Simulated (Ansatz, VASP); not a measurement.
One calculation of TiCo, two programs

INCAR

```
SYSTEM = TiCo
PREC = Accurate
ENCUT = 520
EDIFF = 1E-6
ISMEAR = -1
SIGMA = 0.03
LREAL = .False.
LASPH = .True.
NELM = 150
ALGO = Normal
ISIF = 2
LWAVE = .False.
LCHARG = .False.
ISPIN = 2
MAGMOM = -1 2
LORBIT = 11
LMAXMIX = 4
GGA = PS
NBANDS = 22
```

File KPOINTS:

```
regular mesh
0
Gamma
  11 11 11
  0 0 0
```

Contents of POSCAR:

```
TiCo
1.0
    3.0446770546      0.0000000000      0.0000000000
    0.0000000000      3.0446770546      0.0000000000
    0.0000000000      0.0000000000      3.0446770546
Ti Co
1 1
Direct
    0.0000000000      0.0000000000      0.0000000000
    0.5000000000      0.5000000000      0.5000000000
```

Input for Ansatz:

```yaml
crystal:
  lattice:
    - [3.0446770546, 0.0, 0.0]
    - [0.0, 3.0446770546, 0.0]
    - [0.0, 0.0, 3.0446770546]
  atoms:
    - { symbol: Ti, position: [0.0, 0.0, 0.0], spin: -1.0 }
    - { symbol: Co, position: [0.5, 0.5, 0.5], spin: 2.0 }
magnetization:
  spin_polarized: true
kpoints:
  mp_grid: { grid: [11, 11, 11] }
scf:
  occupations: { method: fermi_dirac, width: 0.03 }
hamiltonian:
  xc: pbesol
  pseudopotentials: { kind: all_electron, lapw: { basis_error: 0.00025 } }
output:
  forces: true
  stress: true
  eigenvalues: true
```

Change from the starting cell: volume scaled by 1.06.

Alike in both runs: task single point; functional PBEsol; k mesh 11 × 11 × 11; occupations fermi-dirac, width 0.03 eV; collinear spin.

|  | VASP | Ansatz |
| --- | --- | --- |
| version | VASP 6.6.1 | Ansatz 0.2.0 |
| potentials or method | VASP PAW PBE potentials, release 64 (Ti_sv, Co), cutoff 520 eV | all-electron LAPW, scalar-relativistic |

VASP gave:

```
pressure (GPa)                                                : -15.1
net moment per atom (μB)                                      : 0.45
size of the moment on the site where the two differ most (μB) : 1.02
```

Task: Which values does Ansatz return?

Result: Pressure (GPa): -15.0; net moment per atom (μB): 0.45; size of the moment on the site where the two differ most (μB): 1.06.

VASP's potentials were made for PBE, not for PBEsol. Site moments also hang on the region over which each program counts them. Ansatz ran all-electron here, and VASP with PAW potentials.
